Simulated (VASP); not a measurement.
# AgCl in VASP: settings compared

The runs below take AgCl through single point, with PBE, r2SCAN.

Everything below comes from runs of VASP 6.6.1. Logs are shortened: lines on timing, memory, paths and dates and some standing lists are left out, and cuts for length are marked.

**1. The cell of the first run**

Symmetry: R-3m, No. 166, trigonal system. The conventional cell has a = 4.802 Å, b = 4.802 Å, c = 5.932 Å, α = 90.00°, β = 90.00°, γ = 120.00°. Ag (site symmetry -3m) has 8 Cl at 2.94 to 2.97 Å and 6 Ag at 3.41 Å within 3.9 Å. Cl (site symmetry -3m) has 8 Ag at 2.94 to 2.97 Å and 6 Cl at 3.41 Å within 3.9 Å.

**2. Single point, PBE (strain along [111] +0.9%)**

INCAR

```
SYSTEM = AgCl
PREC = Accurate ; ENCUT = 520
EDIFF = 1E-6 ; ISMEAR = -1
SIGMA = 0.02 ; LREAL = .FALSE.
LASPH = .TRUE. ; NELM = 60
ALGO = Normal ; ISIF = 2
LWAVE = .FALSE. ; LCHARG = .TRUE.
GGA = PE ; LELF = .TRUE.
LVHAR = .TRUE. ; NBANDS = 16
```

KPOINTS

```
Automatic mesh
0
G
  8 8 8
  0 0 0
```

POSCAR

```
AgCl
1.0
    3.4053220610      0.0097340191      0.0097340191
    0.0097340191      3.4053220610      0.0097340191
    0.0097340191      0.0097340191      3.4053220610
Ag Cl
1 1
Direct
    0.0000000000      0.0000000000      0.0000000000
    0.5000000000      0.5000000000      0.5000000000
```

Potentials or basis: VASP PAW PBE potentials, release 64 (Ag, Cl).

The run is started by

```sh
$ cat potpaw_PBE.64/Ag/POTCAR potpaw_PBE.64/Cl/POTCAR > POTCAR
$ mpirun -np 1 vasp_std > vasp.out
```

OUTCAR:

```text
SYSTEM = AgCl
   PREC = Accurate
   ENCUT = 520
   EDIFF = 1E-6
   ISMEAR = -1
   LREAL = .FALSE.
   LASPH = .TRUE.
   NELM = 60
   ISIF = 2
   GGA = PE

 ion  position               nearest neighbor table
   1  0.000  0.000  0.000-   2 2.94   2 2.94   2 2.94   2 2.94   2 2.94   2 2.94   2 2.97   2 2.97

   2  0.500  0.500  0.500-   1 2.94   1 2.94   1 2.94   1 2.94   1 2.94   1 2.94   1 2.97   1 2.97

  LATTYP: Found a trigonal (rhomboedric) cell.
 ALAT       =     3.4053498853
 COS(alpha) =     0.0057250221

  Lattice vectors:

 A1 = (   3.4053220610,   0.0097340191,   0.0097340191)
 A2 = (   0.0097340191,   3.4053220610,   0.0097340191)
 A3 = (   0.0097340191,   0.0097340191,   3.4053220610)

Analysis of symmetry for initial positions (statically):
=====================================================================
 Subroutine PRICEL returns:
 Original cell was already a primitive cell.

 Routine SETGRP: Setting up the symmetry group for a
 trigonal (rhombohedral) supercell.

 Subroutine GETGRP returns: Found 12 space group operations
 (whereof 12 operations were pure point group operations)
 out of a pool of 12 trial point group operations.

The static configuration has the point symmetry D_3d.

Analysis of symmetry for dynamics (positions and initial velocities):
=====================================================================
 Subroutine PRICEL returns:
 Original cell was already a primitive cell.

 Routine SETGRP: Setting up the symmetry group for a
 trigonal (rhombohedral) supercell.

 Subroutine GETGRP returns: Found 12 space group operations
 (whereof 12 operations were pure point group operations)
 out of a pool of 12 trial point group operations.

The dynamic configuration has the point symmetry D_3d.

 Subroutine INISYM returns: Found 12 space group operations
 (whereof 12 operations are pure point group operations),
 and found     1 'primitive' translations

----------------------------------------------------------------------------------------

                                     Primitive cell

  volume of cell :      39.4879

  direct lattice vectors                    reciprocal lattice vectors
     3.405322061  0.009734019  0.009734019     0.293662766 -0.000837034 -0.000837034
     0.009734019  3.405322061  0.009734019    -0.000837034  0.293662766 -0.000837034
     0.009734019  0.009734019  3.405322061    -0.000837034 -0.000837034  0.293662766

  length of vectors
     3.405349885  3.405349885  3.405349885     0.293665152  0.293665152  0.293665152

  position of ions in fractional coordinates (direct lattice)
     0.000000000  0.000000000  0.000000000
     0.500000000  0.500000000  0.500000000

  ion indices of the primitive-cell ions
   primitive index   ion index
                 1           1
                 2           2

----------------------------------------------------------------------------------------

 KPOINTS: Automatic mesh

Automatic generation of k-mesh.
 Grid dimensions read from file:
 generate k-points for:    8    8    8

 Generating k-lattice:

  Cartesian coordinates                     Fractional coordinates (reciprocal lattice)
     0.036707846 -0.000104629 -0.000104629     0.125000000  0.000000000  0.000000000
    -0.000104629  0.036707846 -0.000104629     0.000000000  0.125000000  0.000000000
    -0.000104629 -0.000104629  0.036707846     0.000000000  0.000000000  0.125000000

  Length of vectors
     0.036708144  0.036708144  0.036708144

  Shift w.r.t. Gamma in fractional coordinates (k-lattice)
     0.000000000  0.000000000  0.000000000

 Subroutine IBZKPT returns following result:
 ===========================================

 Found     65 irreducible k-points:

 Following reciprocal coordinates:
            Coordinates               Weight
  0.000000  0.000000  0.000000      1.000000
  0.125000 -0.000000 -0.000000      6.000000
  0.250000 -0.000000 -0.000000      6.000000
  0.375000 -0.000000 -0.000000      6.000000
  0.500000 -0.000000 -0.000000      3.000000
  0.125000  0.125000 -0.000000      6.000000
[... 16 lines left out ...]
  0.250000  0.125000  0.125000      6.000000
  0.375000  0.125000  0.125000      6.000000
 [... further k-points ...]
   k-points           NKPTS =     65   k-points in BZ     NKDIM =     65   number of bands    NBANDS=     16
   number of dos      NEDOS =    301   number of ions     NIONS =      2
   total plane-waves  NPLWV =  21952
   dimension x,y,z NGX =    28 NGY =   28 NGZ =   28
   dimension x,y,z NGXF=    56 NGYF=   56 NGZF=   56
   ions per type =               1   1
   NGX,Y,Z   is equivalent  to a cutoff of  13.67, 13.67, 13.67 a.u.
   NGXF,Y,Z  is equivalent  to a cutoff of  27.34, 27.34, 27.34 a.u.
 SYSTEM =  AgCl
   PREC   = accura    normal or accurate (medium, high low for compatibility)
   ISTART =      0    job   : 0-new  1-cont  2-samecut
   ICHARG =      2    charge: 1-file 2-atom 10-const
   ISPIN  =      1    spin polarized calculation?
   LNONCOLLINEAR =      F non collinear calculations
   LSORBIT =      F    spin-orbit coupling
   LASPH  =      T    aspherical Exc in radial PAW
   ENCUT  =  520.0 eV  38.22 Ry    6.18 a.u.   6.33  6.33  6.33*2*pi/ulx,y,z
   NELM   =     60;   NELMIN=  2; NELMDL= -5     # of ELM steps
   EDIFF  = 0.1E-05   stopping-criterion for ELM
   LREAL  =      F    real-space projection
   EDIFFG = 0.1E-04   stopping-criterion for IOM
   NSW    =      0    number of steps for IOM
   IBRION =     -1    ionic relax: 0-MD 1-quasi-New 2-CG
   NFREE  =      0    steps in history (QN), initial steepest desc. (CG)
   ISIF   =      2    stress and relaxation
   ISYM   =      2    0-nonsym 1-usesym 2-fastsym
   POTIM  = 0.5000    time-step for ionic-motion
   TEBEG  =    0.0;   TEEND  =   0.0 temperature during run
   PSTRESS=    0.0 pullay stress
   NELECT =      18.0000    total number of electrons
   NUPDOWN=      -1.0000    fix difference up-down
   EMIN   =  10.00;   EMAX   =-10.00  energy-range for DOS
   EFERMI =   0.00;   METHOD = LEGACY
   ISMEAR =    -1;   SIGMA  =   0.02  broadening in eV -4-tet -1-fermi 0-gaus
   EFERMI_NEDOS =   21; number of points for ismear=-14 and -15
   IALGO  =     38    algorithm
   IMIX   =      4    mixing-type and parameters
     AMIX     =   0.40;   BMIX     =  1.00
     AMIX_MAG =   1.60;   BMIX_MAG =  1.00
  volume/ion in A,a.u.               =      19.74       133.24
  Fermi-wavevector in a.u.,A,eV,Ry     =   1.259924  2.380911 21.598004  1.587408
  Thomas-Fermi vector in A             =   2.393459
   LORBIT       =      0    0 simple, 1 ext, 2 COOP (PROOUT), +10 PAW based schemes
   GGA     = PE    functional components
   LHFCALC =     F    Hartree Fock is set to
   AEXX    =    0.0000 exact exchange contribution
   IVDW    =     0    specifies the selected vdW correction
   LEPSILON=     F    determine dielectric tensor
   LRPA    =     F    only Hartree local field effects (RPA)
 non-spin polarized calculation
  energy-cutoff  :      520.00
  volume of cell :       39.49
 maximum number of plane-waves:      1077
 NGX is ok and might be reduce to    28
   NGX = 13   NGY = 13   NGZ = 13

 number of electron      18.0000003 magnetization

 Free energy of the ion-electron system (eV)
  ---------------------------------------------------
  ext. energy  EPLUGINS =         0.00000000
  ---------------------------------------------------
  free energy    TOTEN  =        -5.11947524 eV

  energy without entropy =       -5.11947524  energy(sigma->0) =       -5.11947524

 E-fermi :   4.5141     XC(G=0): -10.5193

 val. band max:        4.2189087859   @ k =   0.5000  -0.0000  -0.0000
 cond. band min:       4.7829697560   @ k =   0.0000   0.0000   0.0000
 fundamental gap:      0.5640609701
 Fermi energy:         4.5141036745

 k-point     1 :       0.0000    0.0000    0.0000
  band No.  band energies     occupation
      1     -10.5260      2.00000
      2       1.3818      2.00000
      3       1.3818      2.00000
      4       2.3674      2.00000
      5       2.3674      2.00000
      6       2.3763      2.00000
[... 8 lines left out ...]
     15      18.0917      0.00000
     16      20.6526      0.00000

 k-point     2 :       0.1250   -0.0000   -0.0000
  band No.  band energies     occupation
      1     -10.4597      2.00000
      2       1.1517      2.00000
      3       1.4040      2.00000
      4       1.9619      2.00000
      5       1.9876      2.00000
      6       2.1921      2.00000
[... 8 lines left out ...]
     15      17.6480      0.00000
     16      20.5878      0.00000

 k-point     3 :       0.2500   -0.0000   -0.0000
  band No.  band energies     occupation
      1     -10.2914      2.00000
      2       0.1897      2.00000
      3       1.4572      2.00000
      4       1.5663      2.00000
      5       1.6013      2.00000
      6       2.2748      2.00000
[... 8 lines left out ...]
     15      18.0771      0.00000
     16      20.4308      0.00000

 k-point     4 :       0.3750   -0.0000   -0.0000
  band No.  band energies     occupation
      1     -10.1091      2.00000
      2      -0.6762      2.00000
      3       1.3082      2.00000
      4       1.3512      2.00000
      5       1.5149      2.00000
      6       2.4158      2.00000
[... 8 lines left out ...]
     15      20.1880      0.00000
     16      20.2772      0.00000
[... 324 lines left out ...]
 k-point    22 :       0.1250    0.1250    0.1250
  band No.  band energies     occupation
      1     -10.3366      2.00000
      2       1.2335      2.00000
      3       1.2337      2.00000
      4       1.2337      2.00000
      5       1.9840      2.00000
      6       1.9840      2.00000
[... 8 lines left out ...]
     15      16.7871      0.00000
     16      21.3268      0.00000

 k-point    23 :       0.2500    0.1250    0.1250
  band No.  band energies     occupation
      1     -10.1819      2.00000
      2       0.3590      2.00000
      3       1.1647      2.00000
      4       1.4555      2.00000
      5       1.7276      2.00000
      6       2.1520      2.00000
[... 8 lines left out ...]
     15      17.6085      0.00000
     16      20.5779      0.00000

 k-point    24 :       0.3750    0.1250    0.1250
  band No.  band energies     occupation
      1     -10.0146      2.00000
      2      -0.4103      2.00000
      3       1.0367      2.00000
      4       1.5435      2.00000
      5       1.6625      2.00000
      6       2.2658      2.00000
[... 8 lines left out ...]
     15      18.7062      0.00000
     16      20.9403      0.00000

 [... further k-points ...]

------------------------ aborting loop because EDIFF is reached ----------------------------------------

  FORCE on cell =-STRESS in cart. coord.  units (eV):
  Direction    XX          YY          ZZ          XY          YZ          ZX
  --------------------------------------------------------------------------------------
  -------------------------------------------------------------------------------------
  Total        0.2466454      0.2466454      0.2466454      0.0160035      0.0160035      0.0160035
  in kB       10.0073615     10.0073615     10.0073615      0.6493251      0.6493251      0.6493251
  external PRESSURE =      10.0073615 kB  Pullay stress =       0.0000000 kB

 VOLUME and BASIS-vectors are now :
 -----------------------------------------------------------------------------
  energy-cutoff  :      520.00
  volume of cell :       39.49
      direct lattice vectors                 reciprocal lattice vectors
     3.405322061  0.009734019  0.009734019     0.293662766 -0.000837034 -0.000837034
     0.009734019  3.405322061  0.009734019    -0.000837034  0.293662766 -0.000837034
     0.009734019  0.009734019  3.405322061    -0.000837034 -0.000837034  0.293662766

 POSITION                                       TOTAL-FORCE (eV/Angst)
 -----------------------------------------------------------------------------------
      0.00000      0.00000      0.00000        -0.000000      0.000000      0.000000
      1.71240      1.71240      1.71240         0.000000     -0.000000      0.000000
 -----------------------------------------------------------------------------------
    total drift:                               -0.000000      0.000000      0.000000

  FREE ENERGIE OF THE ION-ELECTRON SYSTEM (eV)
  ---------------------------------------------------
  free  energy   TOTEN  =        -5.1194752431 eV

  energy  without entropy=       -5.1194752396  energy(sigma->0) =       -5.11947524
```

Run time: 36 s. Hardware: 1 thread of Intel Xeon Platinum 8259CL at 2.50GHz (Skylake/Cascade Lake), shared host; peak memory 0.18 GiB.

What came out:

| Property | Result |
| --- | --- |
| Free energy | -5.1195 eV |
| Pressure | 1.0 GPa |
| Band gap on the k mesh | 0.56 eV (least direct gap 2.14 eV) |

Stress tensor (GPa, compression positive):
```
1.00 0.06 0.06
0.06 1.00 0.06
0.06 0.06 1.00
```

Caveat: the cell differs from its parent crystal (strain along [111] +0.9%). A k mesh can miss the band edges.

**3. Single point, PBE (uniaxial z strain +2.7%)**

INCAR

```
SYSTEM = AgCl
PREC     = Accurate       ! precision mode
ENCUT    = 520            ! plane-wave cutoff, eV
EDIFF    = 1E-6           ! SCF threshold, eV
ISMEAR   = -1             ! smearing method
SIGMA    = 0.02           ! smearing width, eV
LREAL    = .FALSE.        ! projectors in reciprocal space
LASPH    = .TRUE.         ! aspherical terms in the spheres
NELM     = 80             ! most SCF steps
ALGO     = Normal         ! electronic algorithm
ISIF     = 2              ! what is computed and relaxed
LWAVE    = .FALSE.        ! write WAVECAR
LCHARG   = .FALSE.        ! write CHGCAR
GGA      = PE             ! functional
NBANDS   = 16             ! bands
```

KPOINTS

```
regular mesh
0
G
  8 8 8
  0 0 0
```

POSCAR

```
AgCl
1.0
    3.3955880419      0.0000000000      0.0000000000
    0.0000000000      3.3955880419      0.0000000000
    0.0000000000      0.0000000000      3.4859106838
Ag Cl
1 1
Direct
    0.0000000000      0.0000000000      0.0000000000
    0.5000000000      0.5000000000      0.5000000000
```

Potentials or basis: VASP PAW PBE potentials, release 64 (Ag, Cl).

The run is started by

```sh
$ cat potpaw_PBE.64/Ag/POTCAR potpaw_PBE.64/Cl/POTCAR > POTCAR
$ mpirun -np 1 vasp_std > vasp.out
```

Wall time 37 s (1 thread of Intel Xeon Platinum 8259CL at 2.50GHz (Skylake/Cascade Lake), shared host); peak memory 0.18 GiB.

Results (log left out):

```
Free energy            : -5.1193 eV
Pressure               : 0.1 GPa
Band gap on the k mesh : 0.55 eV (least direct gap 2.01 eV)
```

Stress tensor (GPa, compression positive):
```
 0.53  0.00  0.00
 0.00  0.53  0.00
 0.00  0.00 -0.73
```

Levels at points of the mesh, in eV from the valence-band top:
```csv
k point,band 6,band 7,band 8,band 9,band 10,band 11,band 12,band 13
"(0.00, 0.00, 0.00)",-1.80,-1.71,-1.46,-1.46,0.55,9.33,9.49,13.40
"(0.50, 0.00, 0.00)",-1.77,-1.42,-0.05,-0.01,4.83,5.55,9.38,9.66
"(0.50, 0.50, 0.00)",-2.14,-2.14,-1.49,-1.02,2.94,8.84,8.84,10.56
"(0.00, 0.00, 0.50)",-1.76,-1.52,0.00,0.00,5.00,5.45,9.40,10.12
"(0.50, 0.00, 0.50)",-2.11,-2.07,-1.53,-0.86,2.71,8.84,9.13,10.64
"(0.50, 0.50, 0.50)",-1.48,-0.22,-0.22,-0.16,4.73,4.73,4.81,6.78
```

Caveat: the cell differs from its parent crystal (uniaxial z strain +2.7%).

**4. Single point, PBE (shear xy strain +3.6%)**

INCAR

```
SYSTEM = AgCl
  ALGO = Normal
  EDIFF = 1E-6
  ENCUT = 520
  GGA = PE
  ISIF = 2
  ISMEAR = -1
  LASPH = .True.
  LCHARG = .True.
  LELF = .True.
  LREAL = .False.
  LVHAR = .True.
  LWAVE = .False.
  NBANDS = 16
  NELM = 100
  PREC = Accurate
  SIGMA = 0.02
```

KPOINTS

```
k-points
0
Gamma
  8 8 8
  0 0 0
```

POSCAR

```
AgCl
1.0
    3.3955880419      0.0614601436      0.0000000000
    0.0614601436      3.3955880419      0.0000000000
    0.0000000000      0.0000000000      3.3955880419
Ag Cl
1 1
Direct
    0.0000000000      0.0000000000      0.0000000000
    0.5000000000      0.5000000000      0.5000000000
```

The run is started by

```sh
$ cat potpaw_PBE.64/Ag/POTCAR potpaw_PBE.64/Cl/POTCAR > POTCAR
$ mpirun -np 1 vasp_std > vasp.out
```

Run time: 57 s. Hardware: 1 thread of Intel Xeon Platinum 8259CL at 2.50GHz (Skylake/Cascade Lake), shared host; peak memory 0.2 GiB.

The run converged. Its results:

```yaml
Free_energy: -5.1182 eV
Pressure: 1.5 GPa
Band_gap_on_the_k_mesh: 0.47 eV (least direct gap 2.12 eV)
```

Stress tensor (GPa, compression positive):
```
1.51 0.39 0.00
0.39 1.51 0.00
0.00 0.00 1.51
```

Levels at points of the mesh, in eV from the valence-band top:
```csv
k point,band 5,band 6,band 7,band 8,band 9,band 10,band 11,band 12,band 13,band 14
"(0.00, 0.00, 0.00)",-1.97,-1.95,-1.81,-1.73,-1.65,0.47,9.28,9.29,13.54,13.80
"(0.50, 0.00, 0.00)",-2.80,-1.91,-1.58,-0.12,-0.11,4.80,5.57,9.12,9.90,9.99
"(0.50, 0.50, 0.00)",-2.28,-2.28,-2.27,-1.65,-1.07,2.68,8.75,9.16,10.53,13.54
"(0.00, 0.00, 0.50)",-2.81,-1.92,-1.58,-0.23,0.00,4.81,5.56,9.19,9.80,10.02
"(0.50, 0.00, 0.50)",-2.31,-2.27,-2.25,-1.65,-1.08,2.67,8.94,8.97,10.52,13.64
"(0.50, 0.50, 0.50)",-1.63,-1.63,-0.37,-0.29,-0.20,4.42,4.58,4.74,6.82,17.42
```

Caveat: the cell differs from its parent crystal (shear xy strain +3.6%).

**5. Single point, r2SCAN (strain along [111] +0.9%)**

POSCAR

```
AgCl
1.0
    3.4053220610      0.0097340191      0.0097340191
    0.0097340191      3.4053220610      0.0097340191
    0.0097340191      0.0097340191      3.4053220610
Ag Cl
1 1
Direct
    0.0000000000      0.0000000000      0.0000000000
    0.5000000000      0.5000000000      0.5000000000
```

INCAR.step1

```
SYSTEM = AgCl
ALGO = Normal
EDIFF = 1E-4
ENCUT = 520
GGA = PE
ISMEAR = 0
LASPH = .TRUE.
LCHARG = .FALSE.
LREAL = .FALSE.
LWAVE = .TRUE.
NBANDS = 16
NELM = 100
PREC = Accurate
SIGMA = 0.01
```

INCAR.step2

```
SYSTEM = AgCl
ALGO = Normal
EDIFF = 1E-7
ENCUT = 520
ISIF = 2
ISMEAR = 0
ISTART = 1
LASPH = .TRUE.
LCHARG = .FALSE.
LMIXTAU = .TRUE.
LREAL = .FALSE.
LWAVE = .FALSE.
METAGGA = R2SCAN
NBANDS = 16
NELM = 100
PREC = Accurate
SIGMA = 0.01
```

KPOINTS

```
k-points
0
G
  8 8 8
  0 0 0
```

The run is started by

```sh
$ cat potpaw_PBE.64/Ag/POTCAR potpaw_PBE.64/Cl/POTCAR > POTCAR
$ cp INCAR.step1 INCAR
$ mpirun -np 1 vasp_std > vasp.out
$ cp INCAR.step2 INCAR
$ mpirun -np 1 vasp_std > vasp.out
```

It took 2.6 min on 1 thread of Intel Xeon Platinum 8259CL at 2.50GHz (Skylake/Cascade Lake), shared host; peak memory 0.19 GiB.

The run converged. Its results:

- Free energy: -28.3998 eV
- Pressure: -0.6 GPa
- Band gap on the k mesh: 1.16 eV (least direct gap 2.80 eV)

Stress tensor (GPa, compression positive):
```
-0.60  0.06  0.06
 0.06 -0.60  0.06
 0.06  0.06 -0.60
```

Levels at points of the mesh, in eV from the valence-band top:
```
           k point  band 7  band 8  band 9  band 10  band 11  band 12
(0.00, 0.00, 0.00)   -1.68   -1.68   -1.64     1.16     9.96     9.96
(0.50, 0.00, 0.00)   -1.47   -0.04    0.00     5.61     6.20     9.93
(0.50, 0.50, 0.00)   -2.13   -1.53   -1.01     3.26     9.76     9.83
(0.50, 0.50, 0.50)   -0.21   -0.17   -0.17     5.23     5.31     5.31
```

Caveat: the cell differs from its parent crystal (strain along [111] +0.9%); the PAW data sets were made with another functional, which shifts forces and pressure a little.

**6. Overview**

```csv
level,cell,smearing,gap on the mesh (eV),pressure (GPa)
PBE,"a = 3.405 Å, angles 89.7°, 2 atoms",fermi-dirac 0.02 eV,0.56,1.0
PBE,"a = 3.396, b = 3.396, c = 3.486 Å, 2 atoms",fermi-dirac 0.02 eV,0.55,0.1
PBE,"a = 3.396 Å, angles 90.0, 90.0, 87.9°, 2 atoms",fermi-dirac 0.02 eV,0.47,1.5
r2SCAN,"a = 3.405 Å, angles 89.7°, 2 atoms",gaussian 0.01 eV,1.16,-0.6
```

Alike in all rows: task single point; potentials or basis VASP PAW PBE potentials, release 64 (Ag, Cl); no spin polarisation; k mesh 8 × 8 × 8; cutoff (eV) 520.

Caveats: the PAW data sets were made with another functional, which shifts forces and pressure a little (at least some runs).

Total energies depend on the potentials used, so only differences within one code and one set of settings carry meaning.
